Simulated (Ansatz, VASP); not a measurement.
**CoSi2: VASP beside Ansatz**

```
Co Si
1.0
     3.95138    0.00000    0.00000
    -1.97569    3.42200    0.00000
     0.00000    0.00000    7.06029
Co Si
2 4
Cartesian
  0.0000 2.2813 0.1937
  1.9757 1.1407 6.8666
  0.0000 0.0000 3.5301
  0.0000 2.2813 2.3632
  1.9757 1.1407 4.6971
  0.0000 0.0000 0.0000
```

Alike in both runs: task relaxation of cell and atoms; functional PBE; k mesh 12 × 12 × 6; occupations gaussian, width 0.1 eV; no spin polarisation.

|  | VASP | Ansatz |
| --- | --- | --- |
| version | VASP 6.6.1 | Ansatz 0.2.0 |
| potentials or method | VASP PAW PBE potentials, release 64 (Co, Si), cutoff 600 eV | scalar-relativistic, plane waves, PAW |
| valence electrons in the cell | 34 | 50 |

```csv
,VASP,Ansatz,Ansatz less VASP
"gap on the k mesh at the Fermi level, each at its own relaxed structure (eV)",none,none,-
relaxed volume (Å³/atom),16.06,16.10,+0.037
relaxed cell length with the largest relative difference (Å),7.169,7.189,+0.0204
```

A gap of «none» marks a metal or a gap that the smearing closes. VASP's potentials hold 34 valence electrons a cell and Ansatz's 50, so a difference there can come from the potentials and not from the codes.
